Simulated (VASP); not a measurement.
# Al (Fm-3m) in VASP: notebook

The runs below take Al through single point, relaxation of cell and atoms, with PBE.

Everything below comes from runs of VASP 6.6.1. Logs are shortened: lines on timing, memory, paths and dates and some standing lists are left out, and cuts for length are marked.

### Step 1. The cell of the first run

Symmetry: Fm-3m, No. 225, cubic system. Conventional cell: a = 4.040 Å, b = 4.040 Å, c = 4.040 Å, α = 90.00°, β = 90.00°, γ = 90.00°. Al (site symmetry m-3m) has 12 Al at 2.86 Å within 3.8 Å.

### Step 2. Single point, PBE

Contents of INCAR:

```
SYSTEM = Al
PREC     = Accurate       ! precision mode
ENCUT    = 520            ! plane-wave cutoff, eV
EDIFF    = 1E-7           ! SCF threshold, eV
ISMEAR   = 1              ! smearing method
SIGMA    = 0.4            ! smearing width, eV
LREAL    = .FALSE.        ! projectors in reciprocal space
LASPH    = .TRUE.         ! aspherical terms in the spheres
NELM     = 60             ! most SCF steps
ALGO     = Normal         ! electronic algorithm
ISIF     = 2              ! what is computed and relaxed
LWAVE    = .FALSE.        ! write WAVECAR
LCHARG   = .FALSE.        ! write CHGCAR
GGA      = PE             ! functional
NBANDS   = 8              ! bands
```

Contents of KPOINTS:

```
Automatic mesh
0
G
  24 24 24
  0 0 0
```

Contents of POSCAR:

```
Al
1.0
    0.0000000000      2.0201258777      2.0201258777
    2.0201258777      0.0000000000      2.0201258777
    2.0201258777      2.0201258777      0.0000000000
Al
1
Direct
    0.0000000000      0.0000000000      0.0000000000
```

Potentials or basis: VASP PAW PBE potentials, release 64 (Al).

Launch:

```
cat potpaw_PBE.64/Al/POTCAR > POTCAR
mpirun -np 1 vasp_std > vasp.out
```

OUTCAR:

```text
SYSTEM = Al
   PREC = Accurate
   ENCUT = 520
   EDIFF = 1E-7
   ISMEAR = 1
   LREAL = .FALSE.
   LASPH = .TRUE.
   NELM = 60
   ISIF = 2
   GGA = PE

 ion  position               nearest neighbor table
   1  0.000  0.000  0.000-

  LATTYP: Found a face centered cubic cell.
 ALAT       =     4.0402517554

  Lattice vectors:

 A1 = (   0.0000000000,   2.0201258777,   2.0201258777)
 A2 = (   2.0201258777,   0.0000000000,   2.0201258777)
 A3 = (   2.0201258777,   2.0201258777,   0.0000000000)

Analysis of symmetry for initial positions (statically):
=====================================================================
 Subroutine PRICEL returns:
 Original cell was already a primitive cell.

 Routine SETGRP: Setting up the symmetry group for a
 face centered cubic supercell.

 Subroutine GETGRP returns: Found 48 space group operations
 (whereof 48 operations were pure point group operations)
 out of a pool of 48 trial point group operations.

The static configuration has the point symmetry O_h .

Analysis of symmetry for dynamics (positions and initial velocities):
=====================================================================
 Subroutine PRICEL returns:
 Original cell was already a primitive cell.

 Routine SETGRP: Setting up the symmetry group for a
 face centered cubic supercell.

 Subroutine GETGRP returns: Found 48 space group operations
 (whereof 48 operations were pure point group operations)
 out of a pool of 48 trial point group operations.

The dynamic configuration has the point symmetry O_h .

 Subroutine INISYM returns: Found 48 space group operations
 (whereof 48 operations are pure point group operations),
 and found     1 'primitive' translations

----------------------------------------------------------------------------------------

                                     Primitive cell

  volume of cell :      16.4879

  direct lattice vectors                    reciprocal lattice vectors
     0.000000000  2.020125878  2.020125878    -0.247509329  0.247509329  0.247509329
     2.020125878  0.000000000  2.020125878     0.247509329 -0.247509329  0.247509329
     2.020125878  2.020125878  0.000000000     0.247509329  0.247509329 -0.247509329

  length of vectors
     2.856889414  2.856889414  2.856889414     0.428698733  0.428698733  0.428698733

  position of ions in fractional coordinates (direct lattice)
     0.000000000  0.000000000  0.000000000

  ion indices of the primitive-cell ions
   primitive index   ion index
                 1           1

----------------------------------------------------------------------------------------

 KPOINTS: Automatic mesh

Automatic generation of k-mesh.
 Grid dimensions read from file:
 generate k-points for:   24   24   24

 Generating k-lattice:

  Cartesian coordinates                     Fractional coordinates (reciprocal lattice)
    -0.010312889  0.010312889  0.010312889     0.041666667  0.000000000  0.000000000
     0.010312889 -0.010312889  0.010312889     0.000000000  0.041666667  0.000000000
     0.010312889  0.010312889 -0.010312889     0.000000000  0.000000000  0.041666667

  Length of vectors
     0.017862447  0.017862447  0.017862447

  Shift w.r.t. Gamma in fractional coordinates (k-lattice)
     0.000000000  0.000000000  0.000000000

 Subroutine IBZKPT returns following result:
 ===========================================

 Found    413 irreducible k-points:

 Following reciprocal coordinates:
            Coordinates               Weight
  0.000000  0.000000  0.000000      1.000000
  0.041667  0.000000  0.000000      8.000000
  0.083333  0.000000  0.000000      8.000000
  0.125000  0.000000  0.000000      8.000000
  0.166667  0.000000  0.000000      8.000000
  0.208333  0.000000  0.000000      8.000000
[... 16 lines left out ...]
  0.416667  0.041667  0.000000     24.000000
  0.458333  0.041667  0.000000     24.000000
 [... further k-points ...]
   k-points           NKPTS =    413   k-points in BZ     NKDIM =    413   number of bands    NBANDS=      8
   number of dos      NEDOS =    301   number of ions     NIONS =      1
   total plane-waves  NPLWV =  13824
   dimension x,y,z NGX =    24 NGY =   24 NGZ =   24
   dimension x,y,z NGXF=    48 NGYF=   48 NGZF=   48
   ions per type =               1
   NGX,Y,Z   is equivalent  to a cutoff of  13.97, 13.97, 13.97 a.u.
   NGXF,Y,Z  is equivalent  to a cutoff of  27.93, 27.93, 27.93 a.u.
 SYSTEM =  Al
   PREC   = accura    normal or accurate (medium, high low for compatibility)
   ISTART =      0    job   : 0-new  1-cont  2-samecut
   ICHARG =      2    charge: 1-file 2-atom 10-const
   ISPIN  =      1    spin polarized calculation?
   LNONCOLLINEAR =      F non collinear calculations
   LSORBIT =      F    spin-orbit coupling
   LASPH  =      T    aspherical Exc in radial PAW
   ENCUT  =  520.0 eV  38.22 Ry    6.18 a.u.   5.31  5.31  5.31*2*pi/ulx,y,z
   NELM   =     60;   NELMIN=  2; NELMDL= -5     # of ELM steps
   EDIFF  = 0.1E-06   stopping-criterion for ELM
   LREAL  =      F    real-space projection
   EDIFFG = 0.1E-05   stopping-criterion for IOM
   NSW    =      0    number of steps for IOM
   IBRION =     -1    ionic relax: 0-MD 1-quasi-New 2-CG
   NFREE  =      0    steps in history (QN), initial steepest desc. (CG)
   ISIF   =      2    stress and relaxation
   ISYM   =      2    0-nonsym 1-usesym 2-fastsym
   POTIM  = 0.5000    time-step for ionic-motion
   TEBEG  =    0.0;   TEEND  =   0.0 temperature during run
   PSTRESS=    0.0 pullay stress
   NELECT =       3.0000    total number of electrons
   NUPDOWN=      -1.0000    fix difference up-down
   EMIN   =  10.00;   EMAX   =-10.00  energy-range for DOS
   EFERMI =   0.00;   METHOD = LEGACY
   ISMEAR =     1;   SIGMA  =   0.40  broadening in eV -4-tet -1-fermi 0-gaus
   EFERMI_NEDOS =   21; number of points for ismear=-14 and -15
   IALGO  =     38    algorithm
   IMIX   =      4    mixing-type and parameters
     AMIX     =   0.40;   BMIX     =  1.00
     AMIX_MAG =   1.60;   BMIX_MAG =  1.00
  volume/ion in A,a.u.               =      16.49       111.27
  Fermi-wavevector in a.u.,A,eV,Ry     =   0.927670  1.753042 11.708786  0.860572
  Thomas-Fermi vector in A             =   2.053764
   LORBIT       =      0    0 simple, 1 ext, 2 COOP (PROOUT), +10 PAW based schemes
   GGA     = PE    functional components
   LHFCALC =     F    Hartree Fock is set to
   AEXX    =    0.0000 exact exchange contribution
   IVDW    =     0    specifies the selected vdW correction
   LEPSILON=     F    determine dielectric tensor
   LRPA    =     F    only Hartree local field effects (RPA)
 non-spin polarized calculation
 Methfessel and Paxton  Order N= 1 SIGMA  =   0.40
  energy-cutoff  :      520.00
  volume of cell :       16.49
 maximum number of plane-waves:       459
 NGX is ok and might be reduce to    24
   NGX = 11   NGY = 11   NGZ = 11

 number of electron       3.0000000 magnetization

 Free energy of the ion-electron system (eV)
  ---------------------------------------------------
  ext. energy  EPLUGINS =         0.00000000
  ---------------------------------------------------
  free energy    TOTEN  =        -3.74516181 eV

  energy without entropy =       -3.74349812  energy(sigma->0) =       -3.74460725

 E-fermi :   8.0209     XC(G=0): -10.1994

 val. band max:        7.9887937802   @ k =  -0.3333   0.3750   0.0417
 cond. band min:       8.0286452100   @ k =  -0.2917   0.4583   0.1667
 fundamental gap:      0.0398514298
 Fermi energy:         8.0209208369

 k-point     1 :       0.0000    0.0000    0.0000
  band No.  band energies     occupation
      1      -3.1319      2.00000
      2      20.6309      0.00000
      3      20.6309      0.00000
      4      20.6309      0.00000
      5      22.1282      0.00000
      6      22.1282      0.00000
      7      22.1282      0.00000
      8      24.4786      0.00000

 k-point     2 :       0.0417    0.0000    0.0000
  band No.  band energies     occupation
      1      -3.0846      2.00000
      2      19.6325      0.00000
      3      20.4374      0.00000
      4      20.4374      0.00000
      5      22.3957      0.00000
      6      22.3957      0.00000
      7      22.5863      0.00000
      8      24.9851      0.00000

 k-point     3 :       0.0833    0.0000    0.0000
  band No.  band energies     occupation
      1      -2.9430      2.00000
      2      18.0154      0.00000
      3      20.0629      0.00000
      4      20.0629      0.00000
      5      22.7886      0.00000
      6      22.9851      0.00000
      7      22.9851      0.00000
      8      26.3031      0.00000

 k-point     4 :       0.1250    0.0000    0.0000
  band No.  band energies     occupation
      1      -2.7074      2.00000
      2      16.3266      0.00000
      3      19.6873      0.00000
      4      19.6873      0.00000
      5      22.7321      0.00000
      6      23.6709      0.00000
      7      23.6709      0.00000
      8      25.6792      0.00000

 k-point     5 :       0.1667    0.0000    0.0000
  band No.  band energies     occupation
      1      -2.3781      2.00000
      2      14.6523     -0.00000
      3      19.3627      0.00000
      4      19.3627      0.00000
      5      22.6020      0.00000
      6      24.0475      0.00000
      7      24.0475      0.00000
      8      25.2872      0.00000
[... 177 lines left out ...]
 k-point    22 :       0.3750    0.0417    0.0000
  band No.  band energies     occupation
      1       0.4137      2.00000
      2       7.6246      2.04831
      3      17.9746      0.00000
      4      19.1753      0.00000
      5      19.8046      0.00000
      6      21.8665      0.00000
      7      22.9596      0.00000
      8      25.2596      0.00000

 k-point    23 :       0.4167    0.0417    0.0000
  band No.  band energies     occupation
      1       1.2559      2.00000
      2       6.3137      2.00000
      3      18.0738      0.00000
      4      19.2410      0.00000
      5      19.2898      0.00000
      6      21.3235      0.00000
      7      23.1045      0.00000
      8      24.6818      0.00000

 k-point    24 :       0.4583    0.0417    0.0000
  band No.  band energies     occupation
      1       2.1838      2.00000
      2       5.0822      2.00000
      3      18.2528      0.00000
      4      18.7715      0.00000
      5      19.4687      0.00000
      6      20.8563      0.00000
      7      23.3289      0.00000
      8      24.1680      0.00000

 [... further k-points ...]

------------------------ aborting loop because EDIFF is reached ----------------------------------------

  FORCE on cell =-STRESS in cart. coord.  units (eV):
  Direction    XX          YY          ZZ          XY          YZ          ZX
  --------------------------------------------------------------------------------------
  -------------------------------------------------------------------------------------
  Total       -0.0046699     -0.0046699     -0.0046699      0.0000000      0.0000000      0.0000000
  in kB       -0.4537894     -0.4537894     -0.4537894      0.0000000      0.0000000      0.0000000
  external PRESSURE =      -0.4537894 kB  Pullay stress =       0.0000000 kB

 VOLUME and BASIS-vectors are now :
 -----------------------------------------------------------------------------
  energy-cutoff  :      520.00
  volume of cell :       16.49
      direct lattice vectors                 reciprocal lattice vectors
     0.000000000  2.020125878  2.020125878    -0.247509329  0.247509329  0.247509329
     2.020125878  0.000000000  2.020125878     0.247509329 -0.247509329  0.247509329
     2.020125878  2.020125878  0.000000000     0.247509329  0.247509329 -0.247509329

 POSITION                                       TOTAL-FORCE (eV/Angst)
 -----------------------------------------------------------------------------------
      0.00000      0.00000      0.00000         0.000000     -0.000000      0.000000
 -----------------------------------------------------------------------------------
    total drift:                               -0.000000      0.000000      0.000000

  FREE ENERGIE OF THE ION-ELECTRON SYSTEM (eV)
  ---------------------------------------------------
  free  energy   TOTEN  =        -3.7451618142 eV

  energy  without entropy=       -3.7434981197  energy(sigma->0) =       -3.74460725
```

Wall time 14 s (1 thread of Intel Xeon 6975P-C (Granite Rapids), shared host); peak memory 0.16 GiB.

Results:

- Free energy: -3.7452 eV
- Pressure: 0.0 GPa
- Band gap on the k mesh: zero (an odd number of electrons rules out a gap without spin polarisation)

Levels at points of the mesh, in eV from the Fermi level:
| k point | band 1 | band 2 | band 3 | band 4 | band 5 |
| --- | --- | --- | --- | --- | --- |
| (0.00, 0.00, 0.00) | -11.15 | 12.61 | 12.61 | 12.61 | 14.11 |
| (0.50, 0.00, 0.00) | -4.61 | -4.39 | 11.40 | 11.40 | 11.45 |
| (0.50, 0.50, 0.00) | -2.94 | -1.61 | 5.24 | 5.58 | 5.58 |

Caveat: so wide a smearing shifts energies and pressures.

### Step 3. Relaxation of cell and atoms, PBE

This run uses another cell than the first one, of 16.61 Å³/atom.

Contents of INCAR:

```
PREC = Accurate ; ENCUT = 600
EDIFF = 1E-7 ; ISMEAR = 1
SIGMA = 0.4 ; LREAL = False
LASPH = True ; NELM = 100
ALGO = Normal ; ISIF = 3
LWAVE = False ; LCHARG = False
GGA = PE ; IBRION = 2
NSW = 60 ; EDIFFG = -0.005
```

Contents of KPOINTS:

```
Automatic mesh
0
Gamma
  24 24 24
```

Contents of POSCAR:

```
Al
1.0
    0.0000000000      2.0250000000      2.0250000000
    2.0250000000      0.0000000000      2.0250000000
    2.0250000000      2.0250000000      0.0000000000
Al
1
Direct
    0.0000000000      0.0000000000      0.0000000000
```

Potentials or basis: VASP PAW PBE potentials, release 64 (Al).

Launch:

```
cat potpaw_PBE.64/Al/POTCAR > POTCAR
mpirun -np 1 vasp_std > vasp.out
```

Run time: 16 s. Hardware: 1 thread of Intel Xeon 6975P-C (Granite Rapids), shared host; peak memory 0.17 GiB.

The run converged. Its results:

- Free energy: -3.7452 eV
- Relaxed volume: 16.48 Å³/atom
- Relaxed cell: a = 2.856 Å, b = 2.856 Å, c = 2.856 Å, α = 60.00°, β = 60.00°, γ = 60.00°
- Space group after relaxing (to 0.1 Å): Fm-3m (No. 225)
- Energy gained by relaxing: 0.2 meV/atom
- Ionic steps: 3
- Pressure after relaxing: 0.0 GPa
- Band gap on the k mesh: zero (an odd number of electrons rules out a gap without spin polarisation)

The path:
| step | energy change (eV) | largest force (eV/Å) | pressure (GPa) | volume (Å³) |
| --- | --- | --- | --- | --- |
| 1 | 0.0000 | 0.0000 | -0.59 | 16.61 |
| 2 | -0.0002 | 0.0000 | 0.09 | 16.46 |
| 3 | -0.0002 | 0.0000 | 0.00 | 16.48 |

Final structure:
```cif
data_structure
_symmetry_space_group_name_H-M 'P 1'
_symmetry_Int_Tables_number 1
_cell_length_a 2.8563
_cell_length_b 2.8563
_cell_length_c 2.8563
_cell_angle_alpha 60.000
_cell_angle_beta 60.000
_cell_angle_gamma 60.000
_cell_volume 16.48
loop_
_atom_site_label
_atom_site_type_symbol
_atom_site_fract_x
_atom_site_fract_y
_atom_site_fract_z
_atom_site_occupancy
Al1 Al 0.00000 0.00000 0.00000 1
```

Levels at points of the mesh, in eV from the Fermi level:
```csv
k point,band 1,band 2,band 3,band 4,band 5
"(0.00, 0.00, 0.00)",-11.16,12.61,12.61,12.61,14.11
"(0.50, 0.00, 0.00)",-4.61,-4.39,11.41,11.41,11.45
"(0.50, 0.50, 0.00)",-2.94,-1.61,5.24,5.59,5.59
```

Caveat: so wide a smearing shifts energies and pressures.
